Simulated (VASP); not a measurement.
# EuO (Fm-3m) in VASP: single point with LDA+U

Aim: the single point of EuO with LDA+U.

All numbers are computed with VASP 6.6.1; they aren't measurements. Logs are shortened: lines on timing, memory, paths and dates and some standing lists are left out, and cuts for length are marked.

## (1) The cell of the first run

It takes space group Fm-3m (No. 225, cubic). Conventional cell: a = 5.144 Å, b = 5.144 Å, c = 5.144 Å, α = 90.00°, β = 90.00°, γ = 90.00°. Eu (site symmetry m-3m) has 6 O at 2.57 Å within 3.4 Å. Within 3.4 Å of O (site symmetry m-3m) lie 6 Eu at 2.57 Å.

## (2) Single point, LDA+U

Contents of INCAR:

```
SYSTEM = EuO
PREC = Accurate
ENCUT = 600
EDIFF = 1E-6
ISMEAR = 0
SIGMA = 0.05
LREAL = .False.
LASPH = .True.
NELM = 200
ALGO = Normal
ISIF = 2
LWAVE = .False.
LCHARG = .True.
LMAXMIX = 6
LDAU = .True.
LDAUTYPE = 2
LDAUL = 3 -1
LDAUU = 7 0
LDAUJ = 0 0
LDAUPRINT = 1
GGA = CA
LELF = .True.
LVHAR = .True.
NBANDS = 18
GGA_COMPAT = .False.
```

Contents of KPOINTS:

```
regular mesh
0
Gamma
  6 6 6
  0 0 0
```

Contents of POSCAR:

```
EuO
1.0
    0.0000000000      2.5719519700      2.5719519700
    2.5719519700      0.0000000000      2.5719519700
    2.5719519700      2.5719519700      0.0000000000
Eu O
1 1
Direct
    0.5000000000      0.5000000000      0.5000000000
    0.0000000000      0.0000000000      0.0000000000
```

Potentials or basis: VASP PAW PBE potentials, release 64 (Eu, O).

Run with:

```bash
cat potpaw_PBE.64/Eu/POTCAR potpaw_PBE.64/O/POTCAR > POTCAR
mpirun -np 1 vasp_std > vasp.out
```

OUTCAR:

```text
SYSTEM = EuO
   PREC = Accurate
   ENCUT = 600
   EDIFF = 1E-6
   ISMEAR = 0
   LREAL = .False.
   LASPH = .True.
   NELM = 200
   ISIF = 2
   GGA = CA

 ion  position               nearest neighbor table
   1  0.500  0.500  0.500-   2 2.57   2 2.57   2 2.57   2 2.57   2 2.57   2 2.57
   2  0.000  0.000  0.000-   1 2.57   1 2.57   1 2.57   1 2.57   1 2.57   1 2.57

  LATTYP: Found a face centered cubic cell.
 ALAT       =     5.1439039400

  Lattice vectors:

 A1 = (   0.0000000000,   2.5719519700,   2.5719519700)
 A2 = (   2.5719519700,   0.0000000000,   2.5719519700)
 A3 = (   2.5719519700,   2.5719519700,   0.0000000000)

Analysis of symmetry for initial positions (statically):
=====================================================================
 Subroutine PRICEL returns:
 Original cell was already a primitive cell.

 Routine SETGRP: Setting up the symmetry group for a
 face centered cubic supercell.

 Subroutine GETGRP returns: Found 48 space group operations
 (whereof 48 operations were pure point group operations)
 out of a pool of 48 trial point group operations.

The static configuration has the point symmetry O_h .

Analysis of symmetry for dynamics (positions and initial velocities):
=====================================================================
 Subroutine PRICEL returns:
 Original cell was already a primitive cell.

 Routine SETGRP: Setting up the symmetry group for a
 face centered cubic supercell.

 Subroutine GETGRP returns: Found 48 space group operations
 (whereof 48 operations were pure point group operations)
 out of a pool of 48 trial point group operations.

The dynamic configuration has the point symmetry O_h .

 Subroutine INISYM returns: Found 48 space group operations
 (whereof 48 operations are pure point group operations),
 and found     1 'primitive' translations

----------------------------------------------------------------------------------------

                                     Primitive cell

  volume of cell :      34.0266

  direct lattice vectors                    reciprocal lattice vectors
     0.000000000  2.571951970  2.571951970    -0.194404875  0.194404875  0.194404875
     2.571951970  0.000000000  2.571951970     0.194404875 -0.194404875  0.194404875
     2.571951970  2.571951970  0.000000000     0.194404875  0.194404875 -0.194404875

  length of vectors
     3.637289358  3.637289358  3.637289358     0.336719120  0.336719120  0.336719120

  position of ions in fractional coordinates (direct lattice)
     0.500000000  0.500000000  0.500000000
     0.000000000  0.000000000  0.000000000

  ion indices of the primitive-cell ions
   primitive index   ion index
                 1           1
                 2           2

----------------------------------------------------------------------------------------

 KPOINTS: regular mesh

Automatic generation of k-mesh.
 Grid dimensions read from file:
 generate k-points for:    6    6    6

 Generating k-lattice:
[... 71 lines left out ...]
   IMIX   =      4    mixing-type and parameters
     AMIX     =   0.40;   BMIX     =  1.00
     AMIX_MAG =   1.60;   BMIX_MAG =  1.00
  volume/ion in A,a.u.               =      17.01       114.81
  Fermi-wavevector in a.u.,A,eV,Ry     =   1.436739  2.715043 28.085409  2.064219
  Thomas-Fermi vector in A             =   2.555894
   LORBIT       =      0    0 simple, 1 ext, 2 COOP (PROOUT), +10 PAW based schemes
 LDA+U is selected, type is set to LDAUTYPE =  2
   angular momentum for each species LDAUL =     3   -1
   U (eV)           for each species LDAUU =   7.0  0.0
   J (eV)           for each species LDAUJ =   0.0  0.0
   GGA     = CA    functional components
   LHFCALC =     F    Hartree Fock is set to
   AEXX    =    0.0000 exact exchange contribution
   IVDW    =     0    specifies the selected vdW correction
   LEPSILON=     F    determine dielectric tensor
   LRPA    =     F    only Hartree local field effects (RPA)
 non-spin polarized calculation
 Gauss-broadening in eV      SIGMA  =   0.05
  energy-cutoff  :      600.00
  volume of cell :       34.03
 maximum number of plane-waves:      1158
 NGX is ok and might be reduce to    30
   NGX = 15   NGY = 15   NGZ = 15

atom =   1  type =  1  l = 3

 onsite density matrix

spin component  1

  0.3869  0.0000 -0.4665  0.0000  0.0000 -0.0000  0.0000
  0.0000  0.0302  0.0000  0.0000  0.0000 -0.0000 -0.0000
 -0.4665  0.0000  0.6279 -0.0000  0.0000 -0.0000 -0.0000
  0.0000  0.0000 -0.0000  0.0256 -0.0000 -0.0000 -0.0000
  0.0000  0.0000  0.0000 -0.0000  0.6279  0.0000  0.4665
 -0.0000 -0.0000 -0.0000 -0.0000  0.0000  0.9892 -0.0000
  0.0000 -0.0000 -0.0000 -0.0000  0.4665 -0.0000  0.3869

spin component  2

  0.3869  0.0000 -0.4665  0.0000  0.0000 -0.0000  0.0000
  0.0000  0.0302  0.0000  0.0000  0.0000 -0.0000 -0.0000
 -0.4665  0.0000  0.6279 -0.0000  0.0000 -0.0000 -0.0000
  0.0000  0.0000 -0.0000  0.0256 -0.0000 -0.0000 -0.0000
  0.0000  0.0000  0.0000 -0.0000  0.6279  0.0000  0.4665
 -0.0000 -0.0000 -0.0000 -0.0000  0.0000  0.9892 -0.0000
  0.0000 -0.0000 -0.0000 -0.0000  0.4665 -0.0000  0.3869

 occupancies and eigenvectors

  o =  0.0256  v = -0.0006  0.0000 -0.0005 -0.0000 -0.6124 -0.0000  0.7906  0.0000  0.0000  0.0000  0.0000  0.0000  0.0000  0.0000      0.0000  0.0000  0.0000  0.0000  0.0000  0.0000  0.0000  0.0000  0.0000  0.0000  0.0000  0.0000  0.0000  0.0000
  o =  0.0256  v =  0.0000  0.0000  0.0000  0.0000  0.0000  0.0000  0.0000 -0.0006  0.0000 -0.0005 -0.0000 -0.6124 -0.0000  0.7906      0.0000  0.0000  0.0000  0.0000  0.0000  0.0000  0.0000  0.0000  0.0000  0.0000  0.0000  0.0000  0.0000  0.0000
  o =  0.0256  v =  0.7906 -0.0000  0.6124 -0.0000 -0.0005  0.0000  0.0006  0.0000  0.0000  0.0000  0.0000  0.0000  0.0000  0.0000      0.0000  0.0000  0.0000  0.0000  0.0000  0.0000  0.0000  0.0000  0.0000  0.0000  0.0000  0.0000  0.0000  0.0000
  o =  0.0256  v =  0.0000  0.0000  0.0000  0.0000  0.0000  0.0000  0.0000  0.7906 -0.0000  0.6124 -0.0000 -0.0005  0.0000  0.0006      0.0000  0.0000  0.0000  0.0000  0.0000  0.0000  0.0000  0.0000  0.0000  0.0000  0.0000  0.0000  0.0000  0.0000
  o =  0.0256  v = -0.0000  0.0000 -0.0000 -1.0000  0.0000 -0.0000 -0.0000  0.0000  0.0000  0.0000  0.0000  0.0000  0.0000  0.0000      0.0000  0.0000  0.0000  0.0000  0.0000  0.0000  0.0000  0.0000  0.0000  0.0000  0.0000  0.0000  0.0000  0.0000
  o =  0.0256  v =  0.0000  0.0000  0.0000  0.0000  0.0000  0.0000  0.0000 -0.0000  0.0000 -0.0000 -1.0000  0.0000 -0.0000 -0.0000      0.0000  0.0000  0.0000  0.0000  0.0000  0.0000  0.0000  0.0000  0.0000  0.0000  0.0000  0.0000  0.0000  0.0000
  o =  0.0302  v =  0.0000  0.0000  0.0000  0.0000  0.0000  0.0000  0.0000  0.0000  1.0000  0.0000  0.0000  0.0000 -0.0000 -0.0000      0.0000  0.0000  0.0000  0.0000  0.0000  0.0000  0.0000  0.0000  0.0000  0.0000  0.0000  0.0000  0.0000  0.0000
  o =  0.0302  v =  0.0000  1.0000  0.0000  0.0000  0.0000 -0.0000 -0.0000  0.0000  0.0000  0.0000  0.0000  0.0000  0.0000  0.0000      0.0000  0.0000  0.0000  0.0000  0.0000  0.0000  0.0000  0.0000  0.0000  0.0000  0.0000  0.0000  0.0000  0.0000
  o =  0.9892  v =  0.0000  0.0000  0.0000  0.0000  0.0000  0.0000  0.0000  0.0000  0.0000 -0.0000 -0.0000 -0.7906  0.0000 -0.6124      0.0000  0.0000  0.0000  0.0000  0.0000  0.0000  0.0000  0.0000  0.0000  0.0000  0.0000  0.0000  0.0000  0.0000
  o =  0.9892  v =  0.0000  0.0000 -0.0000 -0.0000 -0.7906  0.0000 -0.6124  0.0000  0.0000  0.0000  0.0000  0.0000  0.0000  0.0000      0.0000  0.0000  0.0000  0.0000  0.0000  0.0000  0.0000  0.0000  0.0000  0.0000  0.0000  0.0000  0.0000  0.0000
  o =  0.9892  v =  0.6124 -0.0000 -0.7906  0.0000  0.0000  0.0000  0.0000  0.0000  0.0000  0.0000  0.0000  0.0000  0.0000  0.0000      0.0000  0.0000  0.0000  0.0000  0.0000  0.0000  0.0000  0.0000  0.0000  0.0000  0.0000  0.0000  0.0000  0.0000
  o =  0.9892  v =  0.0000  0.0000  0.0000  0.0000  0.0000  0.0000  0.0000  0.6124 -0.0000 -0.7906  0.0000  0.0000  0.0000  0.0000      0.0000  0.0000  0.0000  0.0000  0.0000  0.0000  0.0000  0.0000  0.0000  0.0000  0.0000  0.0000  0.0000  0.0000
  o =  0.9892  v =  0.0000  0.0000  0.0000  0.0000  0.0000  0.0000  0.0000  0.0000  0.0000 -0.0000  0.0000 -0.0000 -1.0000 -0.0000      0.0000  0.0000  0.0000  0.0000  0.0000  0.0000  0.0000  0.0000  0.0000  0.0000  0.0000  0.0000  0.0000  0.0000
  o =  0.9892  v =  0.0000  0.0000 -0.0000  0.0000 -0.0000 -1.0000 -0.0000  0.0000  0.0000  0.0000  0.0000  0.0000  0.0000  0.0000      0.0000  0.0000  0.0000  0.0000  0.0000  0.0000  0.0000  0.0000  0.0000  0.0000  0.0000  0.0000  0.0000  0.0000

 number of electron      22.9999995 magnetization

 Free energy of the ion-electron system (eV)
  ---------------------------------------------------
  ext. energy  EPLUGINS =         0.00000000
  ---------------------------------------------------
  free energy    TOTEN  =       -13.88442538 eV

  energy without entropy =      -13.88299616  energy(sigma->0) =      -13.88371077

 E-fermi :   5.1051     XC(G=0): -11.5331

 val. band max:        5.0898445242   @ k =  -0.1667   0.1667   0.0000
 cond. band min:       5.2429418268   @ k =  -0.3333   0.3333   0.0000
 fundamental gap:      0.1530973026
 Fermi energy:         5.1050683414

 k-point     1 :       0.0000    0.0000    0.0000
  band No.  band energies     occupation
      1     -37.3824      2.00000
      2     -15.8141      2.00000
      3     -15.8141      2.00000
      4     -15.8141      2.00000
      5     -14.1330      2.00000
      6      -0.5270      2.00000
[... 313 lines left out ...]
      5     -13.6161      2.00000
      6      -1.0273      2.00000
[... 10 lines left out ...]
     17       7.8553      0.00000
     18       8.2738      0.00000

------------------------ aborting loop because EDIFF is reached ----------------------------------------

  FORCE on cell =-STRESS in cart. coord.  units (eV):
  Direction    XX          YY          ZZ          XY          YZ          ZX
  --------------------------------------------------------------------------------------
  -------------------------------------------------------------------------------------
  Total       -4.6732774     -4.6732774     -4.6732774     -0.0000000      0.0000000      0.0000000
  in kB     -220.0460555   -220.0460555   -220.0460555     -0.0000000      0.0000000      0.0000000
  external PRESSURE =    -220.0460555 kB  Pullay stress =       0.0000000 kB

 VOLUME and BASIS-vectors are now :
 -----------------------------------------------------------------------------
  energy-cutoff  :      600.00
  volume of cell :       34.03
      direct lattice vectors                 reciprocal lattice vectors
     0.000000000  2.571951970  2.571951970    -0.194404875  0.194404875  0.194404875
     2.571951970  0.000000000  2.571951970     0.194404875 -0.194404875  0.194404875
     2.571951970  2.571951970  0.000000000     0.194404875  0.194404875 -0.194404875

 POSITION                                       TOTAL-FORCE (eV/Angst)
 -----------------------------------------------------------------------------------
      2.57195      2.57195      2.57195        -0.000000     -0.000000     -0.000000
      0.00000      0.00000      0.00000         0.000000      0.000000      0.000000
 -----------------------------------------------------------------------------------
    total drift:                                0.000000     -0.000000      0.000000

  FREE ENERGIE OF THE ION-ELECTRON SYSTEM (eV)
  ---------------------------------------------------
  free  energy   TOTEN  =       -13.8844253779 eV

  energy  without entropy=      -13.8829961580  energy(sigma->0) =      -13.88371077
```

Wall time 2.3 min (1 thread of Intel Xeon 8259CL, shared host); peak memory 0.17 GiB.

What came out:

```
Free energy            : -13.8844 eV
Pressure               : -22.0 GPa
Band gap on the k mesh : zero (an odd number of electrons rules out a gap without spin polarisation)
```

Eigenvalues of the final occupation matrices:
| site | spin | trace | eigenvalues |
| --- | --- | --- | --- |
| site 1 f | 1 | 3.07 | 0.03 0.03 0.03 0.03 0.99 0.99 0.99 |
| site 1 f | 2 | 3.07 | 0.03 0.03 0.03 0.03 0.99 0.99 0.99 |

Caveat: the cell stands under tension; the PAW data sets were made with another functional, which shifts forces and pressure a little; spin-orbit coupling is left out, which moves the levels of the heavy elements; an odd number of electrons without spin polarisation forces a metal; a magnetic or distorted state may lie lower; the run has no spin polarisation, though such a crystal can be magnetic; U without spin polarisation on a metal has little footing. Spin polarisation is off, so any magnetic state and its effect on volume and gap are missing.
